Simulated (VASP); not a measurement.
# Cd (Fm-3m) in VASP: settings compared

The runs below take Cd through single point, with PBE, LDA.

All numbers are computed with VASP 6.6.1; they aren't measurements. Logs are shortened: lines on timing, memory, paths and dates and some standing lists are left out, and cuts for length are marked.

**1. The cell of the first run**

The structure is cubic, space group Fm-3m (No. 225). Conventional cell: a = 4.436 Å, b = 4.436 Å, c = 4.436 Å, α = 90.00°, β = 90.00°, γ = 90.00°. Within 4.1 Å of Cd (site symmetry m-3m) lie 12 Cd at 3.14 Å.

This isn't the form of Cd at room conditions, which is hcp.

**2. Single point, PBE**

Input file INCAR:

```
SYSTEM = Cd
PREC     = Accurate       ! precision mode
ENCUT    = 520            ! plane-wave cutoff, eV
EDIFF    = 1E-6           ! SCF threshold, eV
ISMEAR   = 0              ! smearing method
SIGMA    = 0.1            ! smearing width, eV
LREAL    = .False.        ! projectors in reciprocal space
LASPH    = .True.         ! aspherical terms in the spheres
NELM     = 60             ! most SCF steps
ALGO     = Fast           ! electronic algorithm
ISIF     = 2              ! what is computed and relaxed
LWAVE    = .False.        ! write WAVECAR
LCHARG   = .False.        ! write CHGCAR
GGA      = PE             ! functional
NBANDS   = 12             ! bands
```

Input file KPOINTS:

```
regular mesh
0
Gamma
  14 14 14
  0 0 0
```

Input file POSCAR:

```
Cd
1.0
    0.0000000000      2.2181497500      2.2181497500
    2.2181497500      0.0000000000      2.2181497500
    2.2181497500      2.2181497500      0.0000000000
Cd
1
Direct
   -0.1009264591      0.1209160923     -0.0522687884
```

Potentials or basis: VASP PAW PBE potentials, release 64 (Cd).

The run is started by

```bash
$ cat potpaw_PBE.64/Cd/POTCAR > POTCAR
$ mpirun -np 1 vasp_std > vasp.out
```

OUTCAR:

```text
SYSTEM = Cd
   PREC = Accurate
   ENCUT = 520
   EDIFF = 1E-6
   ISMEAR = 0
   LREAL = .False.
   LASPH = .True.
   NELM = 60
   ISIF = 2
   GGA = PE

 ion  position               nearest neighbor table
   1  0.899  0.121  0.948-

  LATTYP: Found a face centered cubic cell.
 ALAT       =     4.4362995000

  Lattice vectors:

 A1 = (   0.0000000000,   2.2181497500,   2.2181497500)
 A2 = (   2.2181497500,   0.0000000000,   2.2181497500)
 A3 = (   2.2181497500,   2.2181497500,   0.0000000000)

Analysis of symmetry for initial positions (statically):
=====================================================================
 Subroutine PRICEL returns:
 Original cell was already a primitive cell.

 Routine SETGRP: Setting up the symmetry group for a
 face centered cubic supercell.

 Subroutine GETGRP returns: Found 48 space group operations
 (whereof  1 operations were pure point group operations)
 out of a pool of 48 trial point group operations.

The static configuration has the point symmetry C_1 .
 The point group associated with its full space group is O_h .

Analysis of symmetry for dynamics (positions and initial velocities):
=====================================================================
 Subroutine PRICEL returns:
 Original cell was already a primitive cell.

 Routine SETGRP: Setting up the symmetry group for a
 face centered cubic supercell.

 Subroutine GETGRP returns: Found 48 space group operations
 (whereof  1 operations were pure point group operations)
 out of a pool of 48 trial point group operations.

The dynamic configuration has the point symmetry C_1 .
 The point group associated with its full space group is O_h .

 Subroutine INISYM returns: Found 48 space group operations
 (whereof  1 operations are pure point group operations),
 and found     1 'primitive' translations

----------------------------------------------------------------------------------------

                                     Primitive cell

  volume of cell :      21.8274

  direct lattice vectors                    reciprocal lattice vectors
     0.000000000  2.218149750  2.218149750    -0.225413095  0.225413095  0.225413095
     2.218149750  0.000000000  2.218149750     0.225413095 -0.225413095  0.225413095
     2.218149750  2.218149750  0.000000000     0.225413095  0.225413095 -0.225413095

  length of vectors
     3.136937460  3.136937460  3.136937460     0.390426933  0.390426933  0.390426933

  position of ions in fractional coordinates (direct lattice)
     0.899073541  0.120916092  0.947731212

  ion indices of the primitive-cell ions
   primitive index   ion index
                 1           1

----------------------------------------------------------------------------------------

 KPOINTS: regular mesh

Automatic generation of k-mesh.
 Grid dimensions read from file:
 generate k-points for:   14   14   14

 Generating k-lattice:

  Cartesian coordinates                     Fractional coordinates (reciprocal lattice)
    -0.016100935  0.016100935  0.016100935     0.071428571  0.000000000  0.000000000
     0.016100935 -0.016100935  0.016100935     0.000000000  0.071428571  0.000000000
     0.016100935  0.016100935 -0.016100935     0.000000000  0.000000000  0.071428571

  Length of vectors
     0.027887638  0.027887638  0.027887638

  Shift w.r.t. Gamma in fractional coordinates (k-lattice)
     0.000000000  0.000000000  0.000000000

 Subroutine IBZKPT returns following result:
 ===========================================

 Found    104 irreducible k-points:

 Following reciprocal coordinates:
            Coordinates               Weight
  0.000000  0.000000  0.000000      1.000000
  0.071429  0.000000  0.000000      8.000000
  0.142857  0.000000  0.000000      8.000000
  0.214286  0.000000  0.000000      8.000000
  0.285714  0.000000  0.000000      8.000000
  0.357143  0.000000  0.000000      8.000000
[... 16 lines left out ...]
  0.214286  0.142857  0.000000     24.000000
  0.285714  0.142857  0.000000     24.000000
 [... further k-points ...]
   k-points           NKPTS =    104   k-points in BZ     NKDIM =    104   number of bands    NBANDS=     12
   number of dos      NEDOS =    301   number of ions     NIONS =      1
   total plane-waves  NPLWV =  13824
   dimension x,y,z NGX =    24 NGY =   24 NGZ =   24
   dimension x,y,z NGXF=    48 NGYF=   48 NGZF=   48
   ions per type =               1
   NGX,Y,Z   is equivalent  to a cutoff of  12.72, 12.72, 12.72 a.u.
   NGXF,Y,Z  is equivalent  to a cutoff of  25.44, 25.44, 25.44 a.u.
 SYSTEM =  Cd
   PREC   = accura    normal or accurate (medium, high low for compatibility)
   ISTART =      0    job   : 0-new  1-cont  2-samecut
   ICHARG =      2    charge: 1-file 2-atom 10-const
   ISPIN  =      1    spin polarized calculation?
   LNONCOLLINEAR =      F non collinear calculations
   LSORBIT =      F    spin-orbit coupling
   LASPH  =      T    aspherical Exc in radial PAW
   ENCUT  =  520.0 eV  38.22 Ry    6.18 a.u.   5.83  5.83  5.83*2*pi/ulx,y,z
   NELM   =     60;   NELMIN=  2; NELMDL= -5     # of ELM steps
   EDIFF  = 0.1E-05   stopping-criterion for ELM
   LREAL  =      F    real-space projection
   EDIFFG = 0.1E-04   stopping-criterion for IOM
   NSW    =      0    number of steps for IOM
   IBRION =     -1    ionic relax: 0-MD 1-quasi-New 2-CG
   NFREE  =      0    steps in history (QN), initial steepest desc. (CG)
   ISIF   =      2    stress and relaxation
   ISYM   =      2    0-nonsym 1-usesym 2-fastsym
   POTIM  = 0.5000    time-step for ionic-motion
   TEBEG  =    0.0;   TEEND  =   0.0 temperature during run
   PSTRESS=    0.0 pullay stress
   NELECT =      12.0000    total number of electrons
   NUPDOWN=      -1.0000    fix difference up-down
   EMIN   =  10.00;   EMAX   =-10.00  energy-range for DOS
   EFERMI =   0.00;   METHOD = LEGACY
   ISMEAR =     0;   SIGMA  =   0.10  broadening in eV -4-tet -1-fermi 0-gaus
   EFERMI_NEDOS =   21; number of points for ismear=-14 and -15
   IALGO  =     68    algorithm
   IMIX   =      4    mixing-type and parameters
     AMIX     =   0.40;   BMIX     =  1.00
     AMIX_MAG =   1.60;   BMIX_MAG =  1.00
  volume/ion in A,a.u.               =      21.83       147.30
  Fermi-wavevector in a.u.,A,eV,Ry     =   1.341120  2.534350 24.471486  1.798604
  Thomas-Fermi vector in A             =   2.469379
   LORBIT       =      0    0 simple, 1 ext, 2 COOP (PROOUT), +10 PAW based schemes
   GGA     = PE    functional components
   LHFCALC =     F    Hartree Fock is set to
   AEXX    =    0.0000 exact exchange contribution
   IVDW    =     0    specifies the selected vdW correction
   LEPSILON=     F    determine dielectric tensor
   LRPA    =     F    only Hartree local field effects (RPA)
 non-spin polarized calculation
 RMM-DIIS sequential band-by-band and
 Gauss-broadening in eV      SIGMA  =   0.10
  energy-cutoff  :      520.00
  volume of cell :       21.83
 maximum number of plane-waves:       609
   NGX = 11   NGY = 11   NGZ = 11

 number of electron      12.0000000 magnetization

 Free energy of the ion-electron system (eV)
  ---------------------------------------------------
  ext. energy  EPLUGINS =         0.00000000
  ---------------------------------------------------
  free energy    TOTEN  =        -0.73987245 eV

  energy without entropy =       -0.73932213  energy(sigma->0) =       -0.73959729

 E-fermi :   2.8139     XC(G=0): -10.9870

 val. band max:        2.6020913317   @ k =  -0.3571   0.3571   0.1429
 cond. band min:       2.8504639881   @ k =   0.5000   0.1429   0.0000
 fundamental gap:      0.2483726564
 Fermi energy:         2.8138627592

 k-point     1 :       0.0000    0.0000    0.0000
  band No.  band energies     occupation
      1      -6.3010      2.00000
      2      -6.3010      2.00000
      3      -6.3010      2.00000
      4      -5.9504      2.00000
      5      -5.8477      2.00000
      6      -5.8477      2.00000
      7      16.7346      0.00000
      8      17.7923      0.00000
      9      17.7923      0.00000
     10      17.7923      0.00000
     11      21.1599      0.00000
     12      21.1599      0.00000

 k-point     2 :       0.0714    0.0000    0.0000
  band No.  band energies     occupation
      1      -6.3170      2.00000
      2      -6.2797      2.00000
      3      -6.2797      2.00000
      4      -5.8527      2.00000
      5      -5.8527      2.00000
      6      -5.8148      2.00000
      7      15.8002      0.00000
      8      17.0254      0.00000
      9      17.5810      0.00000
     10      17.5810      0.00000
     11      21.5220      0.00000
     12      21.5281      0.00000

 k-point     3 :       0.1429    0.0000    0.0000
  band No.  band energies     occupation
      1      -6.3817      2.00000
      2      -6.2311      2.00000
      3      -6.2311      2.00000
      4      -5.8546      2.00000
      5      -5.8546      2.00000
      6      -5.3864      2.00000
      7      13.1516      0.00000
      8      16.9570      0.00000
      9      17.1195      0.00000
     10      17.1195      0.00000
     11      21.3345      0.00000
     12      22.2394      0.00000
[... 286 lines left out ...]
 k-point    23 :       0.2143    0.1429    0.0000
  band No.  band energies     occupation
      1      -6.4782      2.00000
      2      -6.1204      2.00000
      3      -6.0976      2.00000
      4      -6.0835      2.00000
      5      -5.7418      2.00000
      6      -4.6551      2.00000
      7      12.5729      0.00000
      8      14.1529      0.00000
      9      15.5037      0.00000
     10      17.0261      0.00000
     11      17.1241      0.00000
     12      23.4429      0.00000

 k-point    24 :       0.2857    0.1429    0.0000
  band No.  band energies     occupation
      1      -6.5335      2.00000
      2      -6.1825      2.00000
      3      -6.0596      2.00000
      4      -6.0498      2.00000
      5      -5.6616      2.00000
      6      -3.8291      2.00000
      7       9.9019      0.00000
      8      13.5873      0.00000
      9      15.2190      0.00000
     10      15.5859      0.00000
     11      18.6945      0.00000
     12      22.9841      0.00000

 [... further k-points ...]

------------------------ aborting loop because EDIFF is reached ----------------------------------------

  FORCE on cell =-STRESS in cart. coord.  units (eV):
  Direction    XX          YY          ZZ          XY          YZ          ZX
  --------------------------------------------------------------------------------------
  -------------------------------------------------------------------------------------
  Total        0.3358910      0.3358910      0.3358910     -0.0000000      0.0000000      0.0000000
  in kB       24.6550783     24.6550783     24.6550783     -0.0000000      0.0000000      0.0000000
  external PRESSURE =      24.6550783 kB  Pullay stress =       0.0000000 kB

 VOLUME and BASIS-vectors are now :
 -----------------------------------------------------------------------------
  energy-cutoff  :      520.00
  volume of cell :       21.83
      direct lattice vectors                 reciprocal lattice vectors
     0.000000000  2.218149750  2.218149750    -0.225413095  0.225413095  0.225413095
     2.218149750  0.000000000  2.218149750     0.225413095 -0.225413095  0.225413095
     2.218149750  2.218149750  0.000000000     0.225413095  0.225413095 -0.225413095

 POSITION                                       TOTAL-FORCE (eV/Angst)
 -----------------------------------------------------------------------------------
      2.37042      4.09649      2.26249         0.000000      0.000000      0.000000
 -----------------------------------------------------------------------------------
    total drift:                               -0.000009      0.000018     -0.000000

  FREE ENERGIE OF THE ION-ELECTRON SYSTEM (eV)
  ---------------------------------------------------
  free  energy   TOTEN  =        -0.7398724453 eV

  energy  without entropy=       -0.7393221348  energy(sigma->0) =       -0.73959729
```

Wall time 23 s (1 thread of Intel Xeon 8259CL, shared host); peak memory 0.15 GiB.

What came out:

| Quantity | Value |
| --- | --- |
| Free energy | -0.7399 eV |
| Pressure | 2.5 GPa |
| Band gap on the k mesh | zero (bands 6 and 7 overlap by 2.72 eV) |

(Continued in part 2 of 2.)
